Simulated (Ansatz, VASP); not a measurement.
**Two plane-wave programs on RbAu2**

```
Rb Au
1.0
     4.71616    0.00000    0.00000
    -2.35808    4.08431    0.00000
     0.00000    0.00000    5.05642
Rb Au
1 2
Direct
  0.00000 0.00000 0.50000
  0.33333 0.66667 0.00041
  0.66667 0.33333 0.99959
```

Alike in both runs: functional PBE; k mesh 6 × 6 × 2; occupations gaussian, width 0.1 eV; no spin polarisation.

Ansatz relaxed the structure, and its values are those at the end. VASP's run is a single point on that final structure, the one shown.

```csv
,VASP,Ansatz
version,VASP 6.6.1,Ansatz 0.2.0
potentials or method,"VASP PAW PBE potentials, release 64 (Rb_sv, Au), cutoff 520 eV","scalar-relativistic, plane waves, PAW"
valence electrons in the cell,31,47
```

VASP gave:

| Item | Value |
| --- | --- |
| gap on the k mesh at the Fermi level (eV) | none |
| pressure (GPa) | -0.2 |

Question: Which values does Ansatz return?

Answer: gap on the k mesh at the Fermi level (eV): none; pressure (GPa): -0.1.

A gap of «none» marks a metal or a gap that the smearing closes. With one functional, cell and mesh, what is left measures potentials, basis and numerics. VASP's potentials hold 31 valence electrons a cell and Ansatz's 47, so a difference there can come from the potentials and not from the codes.

The k mesh is coarse, so the values compare programs but aren't converged. Spin-orbit coupling is off throughout.
